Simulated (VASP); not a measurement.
Wanted: the native input for a VASP 6.6.1 run.

| Quantity | Value |
| --- | --- |
| Task | single point |
| Functional | PBE |
| Dispersion | D3(BJ) |
| Potentials or basis | VASP PAW PBE potentials, release 64 (W_sv, Si) |
| Cutoff | 520 eV |
| k mesh | 6 × 6 × 1 |
| Occupations | gaussian, width 0.1 eV |
| Spin | no spin polarisation |
| Dipole correction | yes |
| Further INCAR settings | ALGO = Normal; EDIFF = 1e-06; NBANDS = 53 |

The structure of SiW6 lies in POSCAR:

```
SiW6
1.0
    4.4682526257      0.0000000000      0.0000000000
   -2.2341263128      3.8696202844      0.0000000000
    0.0000000000      0.0000000000     21.6259061357
W Si
6 1
Direct
    0.6666666667      0.3333333333      0.1849633479
    0.3333333333      0.6666666667      0.2271386095
    0.0000000000      0.0000000000      0.2693138710
    0.6666666667      0.3333333333      0.3085097946
    0.3333333333      0.6666666667      0.3483008428
    0.0000000000      0.0000000000      0.3849968683
    0.0000000000      0.0000000000      0.5375916303
```

The input as run:

INCAR

```
SYSTEM = SiW6
ALGO     = Normal         ! electronic algorithm
DIPOL    = 0.5 0.5 0.323
EDIFF    = 1E-6           ! SCF threshold, eV
ENCUT    = 520            ! plane-wave cutoff, eV
GGA      = PE             ! functional
IDIPOL   = 3            
ISIF     = 2              ! what is computed and relaxed
ISMEAR   = 0              ! smearing method
IVDW     = 12             ! dispersion correction
LASPH    = .TRUE.         ! aspherical terms in the spheres
LCHARG   = .FALSE.        ! write CHGCAR
LDIPOL   = .TRUE.       
LREAL    = .FALSE.        ! projectors in reciprocal space
LWAVE    = .FALSE.        ! write WAVECAR
NBANDS   = 53             ! bands
NELM     = 60             ! most SCF steps
PREC     = Accurate       ! precision mode
SIGMA    = 0.1            ! smearing width, eV
```

KPOINTS

```
k-points
0
G
  6 6 1
  0 0 0
```

Potentials or basis: VASP PAW PBE potentials, release 64 (W_sv, Si).

Launch:

```console
$ cat potpaw_PBE.64/W_sv/POTCAR potpaw_PBE.64/Si/POTCAR > POTCAR
$ mpirun -np 1 vasp_std > vasp.out
```

It gave:

- Largest force: 2.148 eV/Å
- Band gap on the k mesh: zero (bands 44 and 45 overlap by 0.16 eV)
- Dispersion energy per atom: -0.394 eV

Caveat: spin-orbit coupling is left out, which moves the levels of the heavy elements.

Wall time 3.2 min on 1 thread of Intel(R) Xeon(R) 6975P-C (Granite Rapids), on a shared host, peak memory 0.5 GiB.
